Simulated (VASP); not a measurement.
# Hf3H in VASP: a series of runs

Hf3H is run at these levels: PBE; tasks: single point.

All numbers are computed with VASP 6.6.1; they aren't measurements. Logs are shortened: lines on timing, memory, paths and dates and some standing lists are left out, and cuts for length are marked.

## (1) The cell of the first run

The cell holds a slab with vacuum, 4 atoms: a = 3.172 Å, b = 3.172 Å, c = 21.911 Å, α = 90.00°, β = 90.00°, γ = 120.00°.

## (2) Single point, PBE, collinear spin

File INCAR:

```
  PREC = Accurate
  ENCUT = 520
  EDIFF = 1E-7
  ISMEAR = 0
  SIGMA = 0.1
  LREAL = False
  LASPH = True
  NELM = 150
  ALGO = Normal
  ISIF = 2
  LWAVE = False
  LCHARG = False
  ISPIN = 2
  MAGMOM = 0 0 0 1
  LORBIT = 11
  LMAXMIX = 4
  LDIPOL = True
  IDIPOL = 3
  DIPOL = 0.5 0.5 0.358
  GGA = PE
  NBANDS = 28
```

File KPOINTS:

```
regular mesh
0
Gamma
  9 9 1
```

File POSCAR:

```
Hf3H
1.0
    3.1715270182      0.0000000000      0.0000000000
   -1.5857635091      2.7466229666      0.0000000000
    0.0000000000      0.0000000000     21.9106216365
Hf H
3 1
Direct
    0.6666666667      0.3333333333      0.1825598592
    0.3333333333      0.6666666667      0.2946559641
    0.0000000000      0.0000000000      0.4066804577
    0.6666666667     -0.6666666667      0.5486207482
```

Potentials or basis: VASP PAW PBE potentials, release 64 (Hf_pv, H).

Launch:

```bash
$ cat potpaw_PBE.64/Hf_pv/POTCAR potpaw_PBE.64/H/POTCAR > POTCAR
$ mpirun -np 1 vasp_std > vasp.out
```

OUTCAR:

```text
PREC = Accurate
   ENCUT = 520
   EDIFF = 1E-7
   ISMEAR = 0
   LREAL = False
   LASPH = True
   NELM = 150
   ISIF = 2
   ISPIN = 2
   LORBIT = 11
   GGA = PE

 ion  position               nearest neighbor table
   1  0.667  0.333  0.183-   2 3.06   2 3.06   2 3.06
   2  0.333  0.667  0.295-   3 3.06   3 3.06   3 3.06   1 3.06   1 3.06   1 3.06
   3  0.000  0.000  0.407-   2 3.06   2 3.06   2 3.06
   4  0.667  0.333  0.549-

  LATTYP: Found a hexagonal cell.
 ALAT       =     3.1715270182
 C/A-ratio  =     6.9085401167

  Lattice vectors:

 A1 = (   3.1715270182,   0.0000000000,   0.0000000000)
 A2 = (  -1.5857635091,   2.7466229666,   0.0000000000)
 A3 = (   0.0000000000,   0.0000000000,  21.9106216365)

Analysis of symmetry for initial positions (statically):
=====================================================================
 Subroutine PRICEL returns:
 Original cell was already a primitive cell.

 Routine SETGRP: Setting up the symmetry group for a
 hexagonal supercell.

 Subroutine GETGRP returns: Found  6 space group operations
 (whereof  6 operations were pure point group operations)
 out of a pool of 24 trial point group operations.

The static configuration has the point symmetry C_3v.

Analysis of symmetry for dynamics (positions and initial velocities):
=====================================================================
 Subroutine PRICEL returns:
 Original cell was already a primitive cell.

 Routine SETGRP: Setting up the symmetry group for a
 hexagonal supercell.

 Subroutine GETGRP returns: Found  6 space group operations
 (whereof  6 operations were pure point group operations)
 out of a pool of 24 trial point group operations.

The dynamic configuration has the point symmetry C_3v.

Analysis of structural, dynamic, and magnetic symmetry:
=====================================================================
 Subroutine PRICEL returns:
 Original cell was already a primitive cell.

 Routine SETGRP: Setting up the symmetry group for a
 hexagonal supercell.

 Subroutine GETGRP returns: Found  6 space group operations
 (whereof  6 operations were pure point group operations)
 out of a pool of 24 trial point group operations.

The overall configuration has the point symmetry C_3v.

 Subroutine INISYM returns: Found  6 space group operations
 (whereof  6 operations are pure point group operations),
 and found     1 'primitive' translations

----------------------------------------------------------------------------------------

                                     Primitive cell

  volume of cell :     190.8632

  direct lattice vectors                    reciprocal lattice vectors
     3.171527018  0.000000000  0.000000000     0.315305528  0.182041731  0.000000000
    -1.585763509  2.746622967  0.000000000     0.000000000  0.364083463  0.000000000
     0.000000000  0.000000000 21.910621637     0.000000000  0.000000000  0.045639965

  length of vectors
     3.171527018  3.171527018 21.910621637     0.364083463  0.364083463  0.045639965

  position of ions in fractional coordinates (direct lattice)
     0.666666667  0.333333333  0.182559859
     0.333333333  0.666666667  0.294655964
     0.000000000  0.000000000  0.406680458
     0.666666667  0.333333333  0.548620748

  ion indices of the primitive-cell ions
   primitive index   ion index
                 1           1
                 2           2
                 3           3
                 4           4

----------------------------------------------------------------------------------------

 KPOINTS: regular mesh

Automatic generation of k-mesh.
 Grid dimensions read from file:
 generate k-points for:    9    9    1

[... 21 lines left out ...]
  0.111111  0.000000  0.000000      6.000000
  0.222222 -0.000000  0.000000      6.000000
  0.333333 -0.000000  0.000000      6.000000
  0.444444 -0.000000  0.000000      6.000000
  0.111111  0.111111  0.000000      6.000000
  0.222222  0.111111  0.000000     12.000000
  0.333333  0.111111  0.000000     12.000000
  0.444444  0.111111  0.000000      6.000000
  0.222222  0.222222  0.000000      6.000000
  0.333333  0.222222  0.000000     12.000000
  0.333333  0.333333  0.000000      2.000000
   k-points           NKPTS =     12   k-points in BZ     NKDIM =     12   number of bands    NBANDS=     28
   number of dos      NEDOS =    301   number of ions     NIONS =      4
   total plane-waves  NPLWV =  96768
   dimension x,y,z NGX =    24 NGY =   24 NGZ =  168
   dimension x,y,z NGXF=    48 NGYF=   48 NGZF=  336
   ions per type =               3   1
   NGX,Y,Z   is equivalent  to a cutoff of  12.58, 12.58, 12.75 a.u.
   NGXF,Y,Z  is equivalent  to a cutoff of  25.16, 25.16, 25.49 a.u.
 SYSTEM =  unknown system
   PREC   = accura    normal or accurate (medium, high low for compatibility)
   ISTART =      0    job   : 0-new  1-cont  2-samecut
   ICHARG =      2    charge: 1-file 2-atom 10-const
   ISPIN  =      2    spin polarized calculation?
   LNONCOLLINEAR =      F non collinear calculations
   LSORBIT =      F    spin-orbit coupling
   LASPH  =      T    aspherical Exc in radial PAW
   ENCUT  =  520.0 eV  38.22 Ry    6.18 a.u.   5.90  5.90 40.74*2*pi/ulx,y,z
   NELM   =    150;   NELMIN=  2; NELMDL= -5     # of ELM steps
   EDIFF  = 0.1E-06   stopping-criterion for ELM
   LREAL  =      F    real-space projection
   EDIFFG = 0.1E-05   stopping-criterion for IOM
   NSW    =      0    number of steps for IOM
   IBRION =     -1    ionic relax: 0-MD 1-quasi-New 2-CG
   NFREE  =      0    steps in history (QN), initial steepest desc. (CG)
   ISIF   =      2    stress and relaxation
   ISYM   =      2    0-nonsym 1-usesym 2-fastsym
   POTIM  = 0.5000    time-step for ionic-motion
   TEBEG  =    0.0;   TEEND  =   0.0 temperature during run
   PSTRESS=    0.0 pullay stress
   NELECT =      31.0000    total number of electrons
   NUPDOWN=      -1.0000    fix difference up-down
   EMIN   =  10.00;   EMAX   =-10.00  energy-range for DOS
   EFERMI =   0.00;   METHOD = LEGACY
   ISMEAR =     0;   SIGMA  =   0.10  broadening in eV -4-tet -1-fermi 0-gaus
   EFERMI_NEDOS =   21; number of points for ismear=-14 and -15
   IALGO  =     38    algorithm
   IMIX   =      4    mixing-type and parameters
     AMIX     =   0.40;   BMIX     =  1.00
     AMIX_MAG =   1.60;   BMIX_MAG =  1.00
  volume/ion in A,a.u.               =      47.72       322.00
  Fermi-wavevector in a.u.,A,eV,Ry     =   0.893212  1.687926 10.855111  0.797828
  Thomas-Fermi vector in A             =   2.015261
   LORBIT       =     11    0 simple, 1 ext, 2 COOP (PROOUT), +10 PAW based schemes
   GGA     = PE    functional components
   LHFCALC =     F    Hartree Fock is set to
   AEXX    =    0.0000 exact exchange contribution
   IVDW    =     0    specifies the selected vdW correction
   LEPSILON=     F    determine dielectric tensor
   LRPA    =     F    only Hartree local field effects (RPA)
 spin polarized calculation
 Gauss-broadening in eV      SIGMA  =   0.10
  energy-cutoff  :      520.00
  volume of cell :      190.86
 maximum number of plane-waves:      5162
 NGX is ok and might be reduce to    24
   NGX = 11   NGY = 11   NGZ = 81

 dipolmoment           0.000000      0.000000     -0.125800 electrons x Angstroem

 number of electron      31.0000002 magnetization       0.0096455

 dipolmoment           0.000000      0.000000      0.060072 electrons x Angstroem

 Free energy of the ion-electron system (eV)
  ---------------------------------------------------
  ext. energy  EPLUGINS =         0.00000000
  ---------------------------------------------------
  free energy    TOTEN  =       -29.25000731 eV

  energy without entropy =      -29.22146100  energy(sigma->0) =      -29.23573416

 E-fermi :  -1.3814     XC(G=0):  -5.2240

 val. band max:       -1.3851875895   @ k =   0.3333   0.1111   0.0000
 cond. band min:      -1.3781321326   @ k =   0.4444  -0.0000   0.0000
 fundamental gap:      0.0070554569
 Fermi energy:        -1.3813733845

 spin component 1

 k-point     1 :       0.0000    0.0000    0.0000
  band No.  band energies     occupation
      1     -32.4294      1.00000
      2     -32.2182      1.00000
      3     -31.8427      1.00000
      4     -31.8427      1.00000
      5     -31.7748      1.00000
      6     -31.7748      1.00000
[... 349 lines left out ...]
     26       4.7565      0.00000
     27       4.8007      0.00000
 Fermi energy:        -1.3813733845

 spin component 2

 k-point     1 :       0.0000    0.0000    0.0000
  band No.  band energies     occupation
      1     -32.5461      1.00000
      2     -32.2817      1.00000
      3     -32.0001      1.00000
      4     -32.0001      1.00000
      5     -31.8071      1.00000
      6     -31.8071      1.00000
[... 349 lines left out ...]
     26       4.4400      0.00000
     27       4.6622      0.00000
 [bands above 27 left out]

------------------------ aborting loop because EDIFF is reached ----------------------------------------

 vacuum level on the upper side and lower side of the slab       (xc-potential included)         0.606        -0.750

  FORCE on cell =-STRESS in cart. coord.  units (eV):
  Direction    XX          YY          ZZ          XY          YZ          ZX
  --------------------------------------------------------------------------------------
  -------------------------------------------------------------------------------------
  Total       -0.7750015     -0.7750015     -2.4108567     -0.0000000      0.0000000      0.0000000
  in kB       -6.5056537     -6.5056537    -20.2376374     -0.0000000      0.0000000      0.0000000
  external PRESSURE =     -11.0829816 kB  Pullay stress =       0.0000000 kB

 VOLUME and BASIS-vectors are now :
 -----------------------------------------------------------------------------
  energy-cutoff  :      520.00
  volume of cell :      190.86
      direct lattice vectors                 reciprocal lattice vectors
     3.171527018  0.000000000  0.000000000     0.315305528  0.182041731  0.000000000
    -1.585763509  2.746622967  0.000000000     0.000000000  0.364083463  0.000000000
     0.000000000  0.000000000 21.910621637     0.000000000  0.000000000  0.045639965

 POSITION                                       TOTAL-FORCE (eV/Angst)
 -----------------------------------------------------------------------------------
      1.58576      0.91554      4.00000         0.000000      0.000000      0.110124
     -0.00000      1.83108      6.45610        -0.000000     -0.000000     -0.252019
      0.00000      0.00000      8.91062        -0.000000      0.000000      0.936767
      1.58576      0.91554     12.02062        -0.000000      0.000000     -0.794872
 -----------------------------------------------------------------------------------
    total drift:                                0.000000      0.000000     -0.000013

  FREE ENERGIE OF THE ION-ELECTRON SYSTEM (eV)
  ---------------------------------------------------
  free  energy   TOTEN  =       -29.2500073124 eV

  energy  without entropy=      -29.2214610011  energy(sigma->0) =      -29.23573416

 vacuum level on the upper side and lower side of the slab         4.250         2.925

 total charge

# of ion       s       p       d       tot
------------------------------------------
    1        0.413   6.263   1.554   8.230
    2        0.399   6.411   1.592   8.402
    3        0.402   6.295   1.513   8.210
    4        0.372   0.000   0.000   0.373
--------------------------------------------------
tot          1.586  18.969   4.660  25.215

 magnetization (x)

# of ion       s       p       d       tot
------------------------------------------
    1       -0.002  -0.016  -0.060  -0.077
    2        0.000   0.004   0.029   0.033
    3       -0.009  -0.086  -0.245  -0.340
    4        0.286  -0.000   0.000   0.286
--------------------------------------------------
tot          0.275  -0.098  -0.275  -0.097
```

Run time: 5.4 min. Hardware: 1 thread of AMD EPYC 9R45 (Zen 5), shared host; peak memory 0.39 GiB.

Results:

```
Free energy                                           : -29.2500 eV
Largest force                                         : 0.937 eV/Å
Net moment                                            : 0.01 μB per cell
Site moments                                          : Hf -0.08, +0.03, -0.34; H +0.29 μB
Valence electrons inside the program's atomic spheres : Hf 8.23, 8.40, 8.21; H 0.37
```

Forces on the atoms (eV/Å):
```
Hf   0.000  0.000  0.110
Hf   0.000  0.000 -0.252
Hf   0.000  0.000  0.937
H    0.000  0.000 -0.795
```

Levels at points of the mesh, in eV from the Fermi level:
Spin up:
```
           k point  band 11  band 12  band 13  band 14  band 15  band 16  band 17  band 18  band 19  band 20
(0.00, 0.00, 0.00)    -5.19    -3.94    -3.12     0.05     0.64     1.16     1.16     1.32     1.45     1.45
```
Spin down:
| k point | band 11 | band 12 | band 13 | band 14 | band 15 | band 16 | band 17 | band 18 | band 19 | band 20 |
| --- | --- | --- | --- | --- | --- | --- | --- | --- | --- | --- |
| (0.00, 0.00, 0.00) | -5.45 | -4.04 | -1.38 | -0.11 | 0.60 | 1.02 | 1.02 | 1.25 | 1.40 | 1.40 |

Caveat: spin-orbit coupling is left out, which moves the levels of the heavy elements.

## (3) Single point, PBE, collinear spin

File INCAR:

```
SYSTEM = Hf3H
PREC     = Accurate       ! precision mode
ENCUT    = 520            ! plane-wave cutoff, eV
EDIFF    = 1E-6           ! SCF threshold, eV
ISMEAR   = 0              ! smearing method
SIGMA    = 0.1            ! smearing width, eV
LREAL    = .False.        ! projectors in reciprocal space
LASPH    = .True.         ! aspherical terms in the spheres
NELM     = 150            ! most SCF steps
ALGO     = Normal         ! electronic algorithm
ISIF     = 2              ! what is computed and relaxed
LWAVE    = .False.        ! write WAVECAR
LCHARG   = .False.        ! write CHGCAR
ISPIN    = 2              ! spin polarisation
MAGMOM   = 0 0 0 1        ! initial moments
LORBIT   = 11             ! projections on sites
LMAXMIX  = 4              ! l up to which the mixer works
LDIPOL   = .True.       
IDIPOL   = 3            
DIPOL    = 0.5 0.5 0.352
GGA      = PE             ! functional
NBANDS   = 28             ! bands
```

File KPOINTS:

```
regular mesh
0
Gamma
  9 9 1
  0 0 0
```

POSCAR: that of step 2 with these lines changed.

```diff
@@ -11,2 +11,2 @@
     0.0000000000      0.0000000000      0.4066804577
-    0.6666666667     -0.6666666667      0.5486207482
+    0.0000000000      0.0000000000      0.5258007658
```

Potentials or basis: VASP PAW PBE potentials, release 64 (Hf_pv, H).

Launch:

```bash
$ cat potpaw_PBE.64/Hf_pv/POTCAR potpaw_PBE.64/H/POTCAR > POTCAR
$ mpirun -np 1 vasp_std > vasp.out
```

Run time: 4.3 min. Hardware: 1 thread of AMD EPYC 9R45 (Zen 5), shared host; peak memory 0.39 GiB.

It converged, with:

```
Free energy                                           : -29.7252 eV
Largest force                                         : 1.857 eV/Å
Net moment                                            : 0.07 μB per cell
Site moments                                          : Hf -0.05, +0.03, -0.18; H +0.17 μB
Valence electrons inside the program's atomic spheres : Hf 8.23, 8.40, 8.21; H 0.39
```

Forces on the atoms (eV/Å):
```
Hf   0.000  0.000  0.174
Hf   0.000  0.000 -0.583
Hf   0.000  0.000  1.857
H    0.000  0.000 -1.448
```

Levels at points of the mesh, in eV from the Fermi level:
Spin up:
```csv
k point,band 11,band 12,band 13,band 14,band 15,band 16,band 17,band 18,band 19,band 20
"(0.00, 0.00, 0.00)",-5.31,-4.01,-2.80,-0.01,0.70,1.09,1.09,1.27,1.39,1.39
```
Spin down:
```tsv
k point	band 11	band 12	band 13	band 14	band 15	band 16	band 17	band 18	band 19	band 20
(0.00, 0.00, 0.00)	-5.42	-4.04	-1.95	-0.07	0.65	1.01	1.01	1.23	1.38	1.38
```

Caveat: spin-orbit coupling is left out, which moves the levels of the heavy elements.
